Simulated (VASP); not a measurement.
# ZrC4 (I4/mmm) in VASP: notebook

The runs below take ZrC4 through single point, with PBE.

Program: VASP 6.6.1. These are calculated values, not measurements. Logs are shortened: lines on timing, memory, paths and dates and some standing lists are left out, and cuts for length are marked.

## Step 1: The cell of the first run

It takes space group I4/mmm (No. 139, tetragonal). Conventional cell: a = 3.382 Å, b = 3.382 Å, c = 8.175 Å, α = 90.00°, β = 90.00°, γ = 90.00°. Within 3.5 Å of Zr (site symmetry 4/mmm) lie 18 C at 2.48 to 3.42 Å and 4 Zr at 3.38 Å. C (site symmetry -4m2) has 8 C at 2.18 to 2.39 Å and 4 Zr at 2.65 Å within 2.9 Å. Within 1.8 Å of C (site symmetry 4mm) lie 1 C at 1.33 Å.

The cell was built from a structure type or drawn by symmetry, and may not be a known phase.

## Step 2: Single point, PBE

The input, INCAR:

```
  PREC = Accurate
  ENCUT = 520
  EDIFF = 1E-7
  ISMEAR = 0
  SIGMA = 0.1
  LREAL = F
  LASPH = T
  NELM = 60
  ALGO = Normal
  ISIF = 2
  LWAVE = F
  LCHARG = F
  GGA = PE
  NBANDS = 22
```

The input, KPOINTS:

```
regular mesh
0
Gamma
  16 16 16
```

The input, POSCAR:

```
ZrC4
1.0
   -1.6909339899      1.6909339899      4.0874600346
    1.6909339899     -1.6909339899      4.0874600346
    1.6909339899      1.6909339899     -4.0874600346
Zr C
1 4
Direct
    0.0000000000      0.0000000000      0.0000000000
    0.7500000000      0.2500000000      0.5000000000
    0.2500000000      0.7500000000      0.5000000000
    0.4185110869      0.4185110869      0.0000000000
    0.5814889131      0.5814889131      0.0000000000
```

Potentials or basis: VASP PAW PBE potentials, release 64 (Zr_sv, C).

Command:

```
> cat potpaw_PBE.64/Zr_sv/POTCAR potpaw_PBE.64/C/POTCAR > POTCAR
> mpirun -np 1 vasp_std > vasp.out
```

OUTCAR:

```text
PREC = Accurate
   ENCUT = 520
   EDIFF = 1E-7
   ISMEAR = 0
   LREAL = F
   LASPH = T
   NELM = 60
   ISIF = 2
   GGA = PE

 ion  position               nearest neighbor table
   1  0.000  0.000  0.000-   5 2.48   5 2.48   5 2.48   4 2.48   5 2.48   4 2.48   4 2.48   4 2.48
                             2 2.65   3 2.65   2 2.65   3 2.65   2 2.65   2 2.65   3 2.65   3 2.65
   2  0.750  0.250  0.500-   1 2.65   1 2.65   1 2.65   1 2.65
   3  0.250  0.750  0.500-   1 2.65   1 2.65   1 2.65   1 2.65
   4  0.419  0.419  0.000-   5 1.33   1 2.48   1 2.48   1 2.48   1 2.48
   5  0.581  0.581  0.000-   4 1.33   1 2.48   1 2.48   1 2.48   1 2.48

  LATTYP: Found a body centered tetragonal cell.
 ALAT       =     3.3818679798
 C/A-ratio  =     2.4172794793

  Lattice vectors:

 A1 = (  -1.6909339899,   1.6909339899,   4.0874600346)
 A2 = (   1.6909339899,  -1.6909339899,   4.0874600346)
 A3 = (   1.6909339899,   1.6909339899,  -4.0874600346)

Analysis of symmetry for initial positions (statically):
=====================================================================
 Subroutine PRICEL returns:
 Original cell was already a primitive cell.

 Routine SETGRP: Setting up the symmetry group for a
 body centered tetragonal supercell.

 Subroutine GETGRP returns: Found 16 space group operations
 (whereof 16 operations were pure point group operations)
 out of a pool of 16 trial point group operations.

The static configuration has the point symmetry D_4h.

Analysis of symmetry for dynamics (positions and initial velocities):
=====================================================================
 Subroutine PRICEL returns:
 Original cell was already a primitive cell.

 Routine SETGRP: Setting up the symmetry group for a
 body centered tetragonal supercell.

 Subroutine GETGRP returns: Found 16 space group operations
 (whereof 16 operations were pure point group operations)
 out of a pool of 16 trial point group operations.

The dynamic configuration has the point symmetry D_4h.

 Subroutine INISYM returns: Found 16 space group operations
 (whereof 16 operations are pure point group operations),
 and found     1 'primitive' translations

----------------------------------------------------------------------------------------

                                     Primitive cell

  volume of cell :      46.7484

  direct lattice vectors                    reciprocal lattice vectors
    -1.690933990  1.690933990  4.087460035     0.000000000  0.295694571  0.122325355
     1.690933990 -1.690933990  4.087460035     0.295694571  0.000000000  0.122325355
     1.690933990  1.690933990 -4.087460035     0.295694571  0.295694571  0.000000000

  length of vectors
     4.735593421  4.735593421  4.735593421     0.319998081  0.319998081  0.418175272

  position of ions in fractional coordinates (direct lattice)
     0.000000000  0.000000000  0.000000000
     0.750000000  0.250000000  0.500000000
     0.250000000  0.750000000  0.500000000
     0.418511087  0.418511087  0.000000000
     0.581488913  0.581488913  0.000000000

  ion indices of the primitive-cell ions
   primitive index   ion index
                 1           1
                 2           2
                 3           3
                 4           4
                 5           5

----------------------------------------------------------------------------------------

 KPOINTS: regular mesh

Automatic generation of k-mesh.
 Grid dimensions read from file:
 generate k-points for:   16   16   16

 Generating k-lattice:

  Cartesian coordinates                     Fractional coordinates (reciprocal lattice)
     0.000000000  0.018480911  0.007645335     0.062500000  0.000000000  0.000000000
     0.018480911  0.000000000  0.007645335     0.000000000  0.062500000  0.000000000
     0.018480911  0.018480911  0.000000000     0.000000000  0.000000000  0.062500000

  Length of vectors
     0.019999880  0.019999880  0.026135955

  Shift w.r.t. Gamma in fractional coordinates (k-lattice)
     0.000000000  0.000000000  0.000000000

 Subroutine IBZKPT returns following result:
 ===========================================

 Found    349 irreducible k-points:

 Following reciprocal coordinates:
            Coordinates               Weight
  0.000000  0.000000  0.000000      1.000000
  0.062500 -0.000000  0.000000      8.000000
  0.125000 -0.000000  0.000000      8.000000
  0.187500 -0.000000  0.000000      8.000000
  0.250000 -0.000000  0.000000      8.000000
  0.312500 -0.000000  0.000000      8.000000
[... 16 lines left out ...]
 -0.125000  0.062500 -0.000000     16.000000
 -0.062500  0.062500  0.000000      4.000000
 [... further k-points ...]
   k-points           NKPTS =    349   k-points in BZ     NKDIM =    349   number of bands    NBANDS=     22
   number of dos      NEDOS =    301   number of ions     NIONS =      5
   total plane-waves  NPLWV =  46656
   dimension x,y,z NGX =    36 NGY =   36 NGZ =   36
   dimension x,y,z NGXF=    72 NGYF=   72 NGZF=   72
   ions per type =               1   4
   NGX,Y,Z   is equivalent  to a cutoff of  12.64, 12.64, 12.64 a.u.
   NGXF,Y,Z  is equivalent  to a cutoff of  25.28, 25.28, 25.28 a.u.
 SYSTEM =  unknown system
   PREC   = accura    normal or accurate (medium, high low for compatibility)
   ISTART =      0    job   : 0-new  1-cont  2-samecut
   ICHARG =      2    charge: 1-file 2-atom 10-const
   ISPIN  =      1    spin polarized calculation?
   LNONCOLLINEAR =      F non collinear calculations
   LSORBIT =      F    spin-orbit coupling
   LASPH  =      T    aspherical Exc in radial PAW
   ENCUT  =  520.0 eV  38.22 Ry    6.18 a.u.   8.81  8.81  8.81*2*pi/ulx,y,z
   NELM   =     60;   NELMIN=  2; NELMDL= -5     # of ELM steps
   EDIFF  = 0.1E-06   stopping-criterion for ELM
   LREAL  =      F    real-space projection
   EDIFFG = 0.1E-05   stopping-criterion for IOM
   NSW    =      0    number of steps for IOM
   IBRION =     -1    ionic relax: 0-MD 1-quasi-New 2-CG
   NFREE  =      0    steps in history (QN), initial steepest desc. (CG)
   ISIF   =      2    stress and relaxation
   ISYM   =      2    0-nonsym 1-usesym 2-fastsym
   POTIM  = 0.5000    time-step for ionic-motion
   TEBEG  =    0.0;   TEEND  =   0.0 temperature during run
   PSTRESS=    0.0 pullay stress
   NELECT =      28.0000    total number of electrons
   NUPDOWN=      -1.0000    fix difference up-down
   EMIN   =  10.00;   EMAX   =-10.00  energy-range for DOS
   EFERMI =   0.00;   METHOD = LEGACY
   ISMEAR =     0;   SIGMA  =   0.10  broadening in eV -4-tet -1-fermi 0-gaus
   EFERMI_NEDOS =   21; number of points for ismear=-14 and -15
   IALGO  =     38    algorithm
   IMIX   =      4    mixing-type and parameters
     AMIX     =   0.40;   BMIX     =  1.00
     AMIX_MAG =   1.60;   BMIX_MAG =  1.00
  volume/ion in A,a.u.               =       9.35        63.09
  Fermi-wavevector in a.u.,A,eV,Ry     =   1.379977  2.607779 25.910078  1.904337
  Thomas-Fermi vector in A             =   2.504897
   LORBIT       =      0    0 simple, 1 ext, 2 COOP (PROOUT), +10 PAW based schemes
   GGA     = PE    functional components
   LHFCALC =     F    Hartree Fock is set to
   AEXX    =    0.0000 exact exchange contribution
   IVDW    =     0    specifies the selected vdW correction
   LEPSILON=     F    determine dielectric tensor
   LRPA    =     F    only Hartree local field effects (RPA)
 non-spin polarized calculation
 Gauss-broadening in eV      SIGMA  =   0.10
  energy-cutoff  :      520.00
  volume of cell :       46.75
 maximum number of plane-waves:      1274
   NGX = 17   NGY = 17   NGZ = 17

 number of electron      28.0000000 magnetization

 Free energy of the ion-electron system (eV)
  ---------------------------------------------------
  ext. energy  EPLUGINS =         0.00000000
  ---------------------------------------------------
  free energy    TOTEN  =       -34.91655258 eV

  energy without entropy =      -34.90688470  energy(sigma->0) =      -34.91171864

 E-fermi :   9.5916     XC(G=0): -12.4440

 val. band max:        9.5874854407   @ k =  -0.2500   0.5000   0.1250
 cond. band min:       9.6028704337   @ k =  -0.0625   0.1250   0.0625
 fundamental gap:      0.0153849931
 Fermi energy:         9.5915977437

 k-point     1 :       0.0000    0.0000    0.0000
  band No.  band energies     occupation
      1     -40.0610      2.00000
      2     -18.0638      2.00000
      3     -18.0638      2.00000
      4     -18.0055      2.00000
      5      -7.8121      2.00000
      6      -3.1411      2.00000
[... 14 lines left out ...]
     21      13.3517      0.00000
     22      13.4362      0.00000

 k-point     2 :       0.0625   -0.0000    0.0000
  band No.  band energies     occupation
      1     -40.0598      2.00000
      2     -18.0829      2.00000
      3     -18.0617      2.00000
      4     -18.0043      2.00000
      5      -7.7610      2.00000
      6      -3.1353      2.00000
[... 14 lines left out ...]
     21      13.3812      0.00000
     22      13.4357      0.00000

 k-point     3 :       0.1250   -0.0000    0.0000
  band No.  band energies     occupation
      1     -40.0566      2.00000
      2     -18.1366      2.00000
      3     -18.0557      2.00000
      4     -18.0012      2.00000
      5      -7.6123      2.00000
      6      -3.1195      2.00000
[... 14 lines left out ...]
     21      13.4142      0.00000
     22      13.5138      0.00000
[... 476 lines left out ...]
 k-point    23 :      -0.1250    0.0625   -0.0000
  band No.  band energies     occupation
      1     -40.0555      2.00000
      2     -18.1346      2.00000
      3     -18.0733      2.00000
      4     -17.9977      2.00000
      5      -7.5879      2.00000
      6      -3.0468      2.00000
[... 14 lines left out ...]
     21      13.4963      0.00000
     22      13.5009      0.00000

 k-point    24 :      -0.0625    0.0625    0.0000
  band No.  band energies     occupation
      1     -40.0587      2.00000
      2     -18.0843      2.00000
      3     -18.0768      2.00000
      4     -18.0020      2.00000
      5      -7.7222      2.00000
      6      -3.0947      2.00000
[... 14 lines left out ...]
     21      13.4321      0.00000
     22      13.4470      0.00000

 [... further k-points ...]

------------------------ aborting loop because EDIFF is reached ----------------------------------------

  FORCE on cell =-STRESS in cart. coord.  units (eV):
  Direction    XX          YY          ZZ          XY          YZ          ZX
  --------------------------------------------------------------------------------------
  -------------------------------------------------------------------------------------
  Total        0.0454117      0.0454117      0.1286698      0.0000000     -0.0000000      0.0000000
  in kB        1.5563654      1.5563654      4.4098155      0.0000000     -0.0000000      0.0000000
  external PRESSURE =       2.5075154 kB  Pullay stress =       0.0000000 kB

 VOLUME and BASIS-vectors are now :
 -----------------------------------------------------------------------------
  energy-cutoff  :      520.00
  volume of cell :       46.75
      direct lattice vectors                 reciprocal lattice vectors
    -1.690933990  1.690933990  4.087460035     0.000000000  0.295694571  0.122325355
     1.690933990 -1.690933990  4.087460035     0.295694571  0.000000000  0.122325355
     1.690933990  1.690933990 -4.087460035     0.295694571  0.295694571  0.000000000

 POSITION                                       TOTAL-FORCE (eV/Angst)
 -----------------------------------------------------------------------------------
      0.00000      0.00000      0.00000        -0.000000     -0.000000     -0.000000
     -0.00000      1.69093      2.04373        -0.000000     -0.000000     -0.000000
      1.69093     -0.00000      2.04373        -0.000000     -0.000000     -0.000000
      0.00000      0.00000      3.42129         0.000000      0.000000     -0.090593
      0.00000      0.00000      4.75363         0.000000      0.000000      0.090593
 -----------------------------------------------------------------------------------
    total drift:                               -0.000000      0.000000      0.000000

  FREE ENERGIE OF THE ION-ELECTRON SYSTEM (eV)
  ---------------------------------------------------
  free  energy   TOTEN  =       -34.9165525828 eV

  energy  without entropy=      -34.9068846992  energy(sigma->0) =      -34.91171864
```

Wall time 5.1 min (1 thread of Intel Xeon 6975P-C (Granite Rapids), shared host); peak memory 0.44 GiB.

Results:

```yaml
Free_energy: -34.9166 eV
Pressure: 0.3 GPa
Largest_force: 0.091 eV/Å
Band_gap_on_the_k_mesh: zero (bands 14 and 15 overlap by 1.61 eV)
```

Forces on the atoms (eV/Å):
```
Zr   0.000  0.000  0.000
C    0.000  0.000  0.000
C    0.000  0.000  0.000
C    0.000  0.000 -0.091
C    0.000  0.000  0.091
```

Stress tensor (GPa, compression positive):
```
0.16 0.00 0.00
0.00 0.16 0.00
0.00 0.00 0.44
```

## Step 3: Single point, PBE

The input, INCAR:

```
SYSTEM = ZrC4
PREC = Accurate
ENCUT = 520
EDIFF = 1E-7
ISMEAR = 0
SIGMA = 0.1
LREAL = .False.
LASPH = .True.
NELM = 60
ALGO = Normal
ISIF = 2
LWAVE = .False.
LCHARG = .False.
GGA = PE
NBANDS = 22
```

The input, KPOINTS:

```
Automatic mesh
0
Gamma
  16 16 16
  0 0 0
```

POSCAR is that of step 2.

Potentials or basis: VASP PAW PBE potentials, release 64 (Zr_sv, C).

Command:

```
> cat potpaw_PBE.64/Zr_sv/POTCAR potpaw_PBE.64/C/POTCAR > POTCAR
> mpirun -np 1 vasp_std > vasp.out
```

OUTCAR:

```text
SYSTEM = ZrC4
   PREC = Accurate
   ENCUT = 520
   EDIFF = 1E-7
   ISMEAR = 0
   LREAL = .False.
   LASPH = .True.
   NELM = 60
   ISIF = 2
   GGA = PE

 ion  position               nearest neighbor table
   1  0.000  0.000  0.000-   5 2.48   5 2.48   5 2.48   4 2.48   5 2.48   4 2.48   4 2.48   4 2.48
                             2 2.65   3 2.65   2 2.65   3 2.65   2 2.65   2 2.65   3 2.65   3 2.65
   2  0.750  0.250  0.500-   1 2.65   1 2.65   1 2.65   1 2.65
   3  0.250  0.750  0.500-   1 2.65   1 2.65   1 2.65   1 2.65
   4  0.419  0.419  0.000-   5 1.33   1 2.48   1 2.48   1 2.48   1 2.48
   5  0.581  0.581  0.000-   4 1.33   1 2.48   1 2.48   1 2.48   1 2.48

  LATTYP: Found a body centered tetragonal cell.
 ALAT       =     3.3818679798
 C/A-ratio  =     2.4172794793

  Lattice vectors:

 A1 = (  -1.6909339899,   1.6909339899,   4.0874600346)
 A2 = (   1.6909339899,  -1.6909339899,   4.0874600346)
 A3 = (   1.6909339899,   1.6909339899,  -4.0874600346)

Analysis of symmetry for initial positions (statically):
=====================================================================
 Subroutine PRICEL returns:
 Original cell was already a primitive cell.

 Routine SETGRP: Setting up the symmetry group for a
[... 179 lines left out ...]
 Fermi energy:         9.5915977437

 k-point     1 :       0.0000    0.0000    0.0000
  band No.  band energies     occupation
      1     -40.0610      2.00000
      2     -18.0638      2.00000
      3     -18.0638      2.00000
      4     -18.0055      2.00000
      5      -7.8121      2.00000
      6      -3.1411      2.00000
[... 589 lines left out ...]
     21      13.4321      0.00000
     22      13.4470      0.00000

 [... further k-points ...]

------------------------ aborting loop because EDIFF is reached ----------------------------------------

  FORCE on cell =-STRESS in cart. coord.  units (eV):
  Direction    XX          YY          ZZ          XY          YZ          ZX
  --------------------------------------------------------------------------------------
  -------------------------------------------------------------------------------------
  Total        0.0454117      0.0454117      0.1286698      0.0000000     -0.0000000      0.0000000
  in kB        1.5563654      1.5563654      4.4098155      0.0000000     -0.0000000      0.0000000
  external PRESSURE =       2.5075154 kB  Pullay stress =       0.0000000 kB

 VOLUME and BASIS-vectors are now :
 -----------------------------------------------------------------------------
  energy-cutoff  :      520.00
  volume of cell :       46.75
      direct lattice vectors                 reciprocal lattice vectors
    -1.690933990  1.690933990  4.087460035     0.000000000  0.295694571  0.122325355
     1.690933990 -1.690933990  4.087460035     0.295694571  0.000000000  0.122325355
     1.690933990  1.690933990 -4.087460035     0.295694571  0.295694571  0.000000000

 POSITION                                       TOTAL-FORCE (eV/Angst)
 -----------------------------------------------------------------------------------
      0.00000      0.00000      0.00000        -0.000000     -0.000000     -0.000000
     -0.00000      1.69093      2.04373        -0.000000     -0.000000     -0.000000
      1.69093     -0.00000      2.04373        -0.000000     -0.000000     -0.000000
      0.00000      0.00000      3.42129         0.000000      0.000000     -0.090593
      0.00000      0.00000      4.75363         0.000000      0.000000      0.090593
 -----------------------------------------------------------------------------------
    total drift:                               -0.000000      0.000000      0.000000

  FREE ENERGIE OF THE ION-ELECTRON SYSTEM (eV)
  ---------------------------------------------------
  free  energy   TOTEN  =       -34.9165525828 eV

  energy  without entropy=      -34.9068846992  energy(sigma->0) =      -34.91171864
```

Wall time 3.5 min (1 thread of Intel Xeon 6975P-C (Granite Rapids), shared host); peak memory 0.44 GiB.

Results:

```yaml
Free_energy: -34.9166 eV
Pressure: 0.3 GPa
Largest_force: 0.091 eV/Å
Band_gap_on_the_k_mesh: zero (bands 14 and 15 overlap by 1.61 eV)
```

Forces in eV/Å, atoms in the order of the input:
```
Zr   0.000  0.000  0.000
C    0.000  0.000  0.000
C    0.000  0.000  0.000
C    0.000  0.000 -0.091
C    0.000  0.000  0.091
```
